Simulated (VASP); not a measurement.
# LuBe3 (Fm-3m) in VASP: single point with PBE

Aim: the single point of LuBe3 with PBE.

Program: VASP 6.6.1. These are calculated values, not measurements. Logs are shortened: lines on timing, memory, paths and dates and some standing lists are left out, and cuts for length are marked.

## 1. The cell of the first run

Symmetry: Fm-3m, No. 225, cubic system. Conventional cell: a = 5.876 Å, b = 5.876 Å, c = 5.876 Å, α = 90.00°, β = 90.00°, γ = 90.00°. Within 3.4 Å of Lu (site symmetry m-3m) lie 14 Be at 2.54 to 2.94 Å. Within 3.4 Å of Be (site symmetry m-3m) lie 8 Be at 2.54 Å and 6 Lu at 2.94 Å. Be (site symmetry -43m) has 4 Lu at 2.54 Å and 10 Be at 2.54 to 2.94 Å within 3.4 Å.

## 2. Single point, PBE

INCAR reads:

```
SYSTEM = LuBe3
PREC = Accurate ; ENCUT = 520
EDIFF = 1E-6 ; ISMEAR = 0
SIGMA = 0.1 ; LREAL = .False.
LASPH = .True. ; NELM = 100
ALGO = Normal ; ISIF = 2
LWAVE = .False. ; LCHARG = .False.
GGA = PE ; NBANDS = 24
```

KPOINTS reads:

```
Automatic mesh
0
Gamma
  14 14 14
  0 0 0
```

POSCAR reads:

```
LuBe3
1.0
    0.0000000000      2.9381592971      2.9381592971
    2.9381592971      0.0000000000      2.9381592971
    2.9381592971      2.9381592971      0.0000000000
Lu Be
1 3
Direct
    0.0000000000      0.0000000000      0.0000000000
    0.5000000000      0.5000000000      0.5000000000
    0.2500000000      0.2500000000      0.2500000000
    0.7500000000      0.7500000000      0.7500000000
```

Potentials or basis: VASP PAW PBE potentials, release 64 (Lu, Be).

On the command line:

```
cat potpaw_PBE.64/Lu/POTCAR potpaw_PBE.64/Be/POTCAR > POTCAR
mpirun -np 1 vasp_std > vasp.out
```

OUTCAR:

```text
SYSTEM = LuBe3
   PREC = Accurate
   ENCUT = 520
   EDIFF = 1E-6
   ISMEAR = 0
   LREAL = .False.
   LASPH = .True.
   NELM = 100
   ISIF = 2
   GGA = PE

 ion  position               nearest neighbor table
   1  0.000  0.000  0.000-   4 2.54   4 2.54   4 2.54   3 2.54   3 2.54   3 2.54   4 2.54   3 2.54
                             2 2.94   2 2.94   2 2.94   2 2.94   2 2.94   2 2.94
   2  0.500  0.500  0.500-   1 2.94   1 2.94   1 2.94   1 2.94   1 2.94   1 2.94
   3  0.250  0.250  0.250-   1 2.54   1 2.54   1 2.54   1 2.54
   4  0.750  0.750  0.750-   1 2.54   1 2.54   1 2.54   1 2.54

  LATTYP: Found a face centered cubic cell.
 ALAT       =     5.8763185942

  Lattice vectors:

 A1 = (   0.0000000000,   2.9381592971,   2.9381592971)
 A2 = (   2.9381592971,   0.0000000000,   2.9381592971)
 A3 = (   2.9381592971,   2.9381592971,   0.0000000000)

Analysis of symmetry for initial positions (statically):
=====================================================================
 Subroutine PRICEL returns:
 Original cell was already a primitive cell.

 Routine SETGRP: Setting up the symmetry group for a
 face centered cubic supercell.

 Subroutine GETGRP returns: Found 48 space group operations
 (whereof 48 operations were pure point group operations)
 out of a pool of 48 trial point group operations.

The static configuration has the point symmetry O_h .

Analysis of symmetry for dynamics (positions and initial velocities):
=====================================================================
 Subroutine PRICEL returns:
 Original cell was already a primitive cell.

 Routine SETGRP: Setting up the symmetry group for a
 face centered cubic supercell.

 Subroutine GETGRP returns: Found 48 space group operations
 (whereof 48 operations were pure point group operations)
 out of a pool of 48 trial point group operations.

The dynamic configuration has the point symmetry O_h .

 Subroutine INISYM returns: Found 48 space group operations
 (whereof 48 operations are pure point group operations),
 and found     1 'primitive' translations

----------------------------------------------------------------------------------------

                                     Primitive cell

  volume of cell :      50.7290

  direct lattice vectors                    reciprocal lattice vectors
     0.000000000  2.938159297  2.938159297    -0.170174572  0.170174572  0.170174572
     2.938159297  0.000000000  2.938159297     0.170174572 -0.170174572  0.170174572
     2.938159297  2.938159297  0.000000000     0.170174572  0.170174572 -0.170174572

  length of vectors
     4.155184726  4.155184726  4.155184726     0.294751004  0.294751004  0.294751004

  position of ions in fractional coordinates (direct lattice)
     0.000000000  0.000000000  0.000000000
     0.500000000  0.500000000  0.500000000
     0.250000000  0.250000000  0.250000000
     0.750000000  0.750000000  0.750000000

  ion indices of the primitive-cell ions
   primitive index   ion index
                 1           1
                 2           2
                 3           3
                 4           4

----------------------------------------------------------------------------------------

 KPOINTS: Automatic mesh

Automatic generation of k-mesh.
 Grid dimensions read from file:
 generate k-points for:   14   14   14

 Generating k-lattice:

  Cartesian coordinates                     Fractional coordinates (reciprocal lattice)
    -0.012155327  0.012155327  0.012155327     0.071428571  0.000000000  0.000000000
     0.012155327 -0.012155327  0.012155327     0.000000000  0.071428571  0.000000000
     0.012155327  0.012155327 -0.012155327     0.000000000  0.000000000  0.071428571

  Length of vectors
     0.021053643  0.021053643  0.021053643

  Shift w.r.t. Gamma in fractional coordinates (k-lattice)
     0.000000000  0.000000000  0.000000000

 Subroutine IBZKPT returns following result:
 ===========================================

 Found    104 irreducible k-points:

 Following reciprocal coordinates:
            Coordinates               Weight
  0.000000  0.000000  0.000000      1.000000
  0.071429  0.000000  0.000000      8.000000
  0.142857  0.000000  0.000000      8.000000
  0.214286  0.000000  0.000000      8.000000
  0.285714  0.000000  0.000000      8.000000
  0.357143  0.000000  0.000000      8.000000
[... 16 lines left out ...]
  0.214286  0.142857  0.000000     24.000000
  0.285714  0.142857  0.000000     24.000000
 [... further k-points ...]
   k-points           NKPTS =    104   k-points in BZ     NKDIM =    104   number of bands    NBANDS=     24
   number of dos      NEDOS =    301   number of ions     NIONS =      4
   total plane-waves  NPLWV =  32768
   dimension x,y,z NGX =    32 NGY =   32 NGZ =   32
   dimension x,y,z NGXF=    64 NGYF=   64 NGZF=   64
   ions per type =               1   3
   NGX,Y,Z   is equivalent  to a cutoff of  12.80, 12.80, 12.80 a.u.
   NGXF,Y,Z  is equivalent  to a cutoff of  25.61, 25.61, 25.61 a.u.
 SYSTEM =  LuBe3
   PREC   = accura    normal or accurate (medium, high low for compatibility)
   ISTART =      0    job   : 0-new  1-cont  2-samecut
   ICHARG =      2    charge: 1-file 2-atom 10-const
   ISPIN  =      1    spin polarized calculation?
   LNONCOLLINEAR =      F non collinear calculations
   LSORBIT =      F    spin-orbit coupling
   LASPH  =      T    aspherical Exc in radial PAW
   ENCUT  =  520.0 eV  38.22 Ry    6.18 a.u.   7.73  7.73  7.73*2*pi/ulx,y,z
   NELM   =    100;   NELMIN=  2; NELMDL= -5     # of ELM steps
   EDIFF  = 0.1E-05   stopping-criterion for ELM
   LREAL  =      F    real-space projection
   EDIFFG = 0.1E-04   stopping-criterion for IOM
   NSW    =      0    number of steps for IOM
   IBRION =     -1    ionic relax: 0-MD 1-quasi-New 2-CG
   NFREE  =      0    steps in history (QN), initial steepest desc. (CG)
   ISIF   =      2    stress and relaxation
   ISYM   =      2    0-nonsym 1-usesym 2-fastsym
   POTIM  = 0.5000    time-step for ionic-motion
   TEBEG  =    0.0;   TEEND  =   0.0 temperature during run
   PSTRESS=    0.0 pullay stress
   NELECT =      31.0000    total number of electrons
   NUPDOWN=      -1.0000    fix difference up-down
   EMIN   =  10.00;   EMAX   =-10.00  energy-range for DOS
   EFERMI =   0.00;   METHOD = LEGACY
   ISMEAR =     0;   SIGMA  =   0.10  broadening in eV -4-tet -1-fermi 0-gaus
   EFERMI_NEDOS =   21; number of points for ismear=-14 and -15
   IALGO  =     38    algorithm
   IMIX   =      4    mixing-type and parameters
     AMIX     =   0.40;   BMIX     =  1.00
     AMIX_MAG =   1.60;   BMIX_MAG =  1.00
  volume/ion in A,a.u.               =      12.68        85.58
  Fermi-wavevector in a.u.,A,eV,Ry     =   1.389238  2.625280 26.259011  1.929983
  Thomas-Fermi vector in A             =   2.513288
   LORBIT       =      0    0 simple, 1 ext, 2 COOP (PROOUT), +10 PAW based schemes
   GGA     = PE    functional components
   LHFCALC =     F    Hartree Fock is set to
   AEXX    =    0.0000 exact exchange contribution
   IVDW    =     0    specifies the selected vdW correction
   LEPSILON=     F    determine dielectric tensor
   LRPA    =     F    only Hartree local field effects (RPA)
 non-spin polarized calculation
 Gauss-broadening in eV      SIGMA  =   0.10
  energy-cutoff  :      520.00
  volume of cell :       50.73
 maximum number of plane-waves:      1381
   NGX = 15   NGY = 15   NGZ = 15

 number of electron      30.9999999 magnetization

 Free energy of the ion-electron system (eV)
  ---------------------------------------------------
  ext. energy  EPLUGINS =         0.00000000
  ---------------------------------------------------
  free energy    TOTEN  =       -15.21246991 eV

  energy without entropy =      -15.20816005  energy(sigma->0) =      -15.21031498

 E-fermi :   4.1393     XC(G=0): -10.9199

 val. band max:        4.1114685087   @ k =   0.2143   0.1429   0.0714
 cond. band min:       4.1526770151   @ k =  -0.4286   0.3571   0.1429
 fundamental gap:      0.0412085064
 Fermi energy:         4.1392931334

 k-point     1 :       0.0000    0.0000    0.0000
  band No.  band energies     occupation
      1     -51.1795      2.00000
      2     -21.9168      2.00000
      3     -21.9168      2.00000
      4     -21.9168      2.00000
      5      -4.2932      2.00000
      6      -0.2396      2.00000
[... 16 lines left out ...]
     23      11.6967      0.00000
     24      11.6969      0.00000

 k-point     2 :       0.0714    0.0000    0.0000
  band No.  band energies     occupation
      1     -51.1794      2.00000
      2     -21.9222      2.00000
      3     -21.9176      2.00000
      4     -21.9176      2.00000
      5      -4.2207      2.00000
      6      -0.2385      2.00000
[... 16 lines left out ...]
     23      11.5625      0.00000
     24      11.5625      0.00000

 k-point     3 :       0.1429    0.0000    0.0000
  band No.  band energies     occupation
      1     -51.1791      2.00000
      2     -21.9374      2.00000
      3     -21.9200      2.00000
      4     -21.9200      2.00000
      5      -4.0063      2.00000
      6      -0.2355      2.00000
[... 16 lines left out ...]
     23      11.1751      0.00000
     24      11.1751      0.00000
[... 514 lines left out ...]
 k-point    23 :       0.2143    0.1429    0.0000
  band No.  band energies     occupation
      1     -51.1786      2.00000
      2     -21.9501      2.00000
      3     -21.9294      2.00000
      4     -21.9282      2.00000
      5      -3.6581      2.00000
      6      -0.2299      2.00000
[... 16 lines left out ...]
     23      10.1110      0.00000
     24      10.8284      0.00000

 k-point    24 :       0.2857    0.1429    0.0000
  band No.  band energies     occupation
      1     -51.1782      2.00000
      2     -21.9700      2.00000
      3     -21.9337      2.00000
      4     -21.9317      2.00000
      5      -3.2789      2.00000
      6      -0.2257      2.00000
[... 16 lines left out ...]
     23      10.4106      0.00000
     24      11.1445      0.00000

 [... further k-points ...]

------------------------ aborting loop because EDIFF is reached ----------------------------------------

  FORCE on cell =-STRESS in cart. coord.  units (eV):
  Direction    XX          YY          ZZ          XY          YZ          ZX
  --------------------------------------------------------------------------------------
  -------------------------------------------------------------------------------------
  Total        0.1095835      0.1095835      0.1095835     -0.0000000      0.0000000     -0.0000000
  in kB        3.4609865      3.4609865      3.4609865     -0.0000000      0.0000000     -0.0000000
  external PRESSURE =       3.4609865 kB  Pullay stress =       0.0000000 kB

 VOLUME and BASIS-vectors are now :
 -----------------------------------------------------------------------------
  energy-cutoff  :      520.00
  volume of cell :       50.73
      direct lattice vectors                 reciprocal lattice vectors
     0.000000000  2.938159297  2.938159297    -0.170174572  0.170174572  0.170174572
     2.938159297  0.000000000  2.938159297     0.170174572 -0.170174572  0.170174572
     2.938159297  2.938159297  0.000000000     0.170174572  0.170174572 -0.170174572

 POSITION                                       TOTAL-FORCE (eV/Angst)
 -----------------------------------------------------------------------------------
      0.00000      0.00000      0.00000        -0.000000     -0.000000     -0.000000
      2.93816      2.93816      2.93816        -0.000000     -0.000000     -0.000000
      1.46908      1.46908      1.46908        -0.000000     -0.000000     -0.000000
      4.40724      4.40724      4.40724         0.000000      0.000000      0.000000
 -----------------------------------------------------------------------------------
    total drift:                                0.000000     -0.000000     -0.000000

  FREE ENERGIE OF THE ION-ELECTRON SYSTEM (eV)
  ---------------------------------------------------
  free  energy   TOTEN  =       -15.2124699091 eV

  energy  without entropy=      -15.2081600493  energy(sigma->0) =      -15.21031498
```

Wall time 2.9 min (1 thread of Intel Xeon 8259CL, shared host); peak memory 0.27 GiB.

What came out:

- Free energy: -15.2125 eV
- Pressure: 0.3 GPa
- Band gap on the k mesh: zero (an odd number of electrons rules out a gap without spin polarisation)

Caveat: spin-orbit coupling is left out, which moves the levels of the heavy elements.

The gap in the log of VASP goes by the Fermi energy; the results here count the filled bands.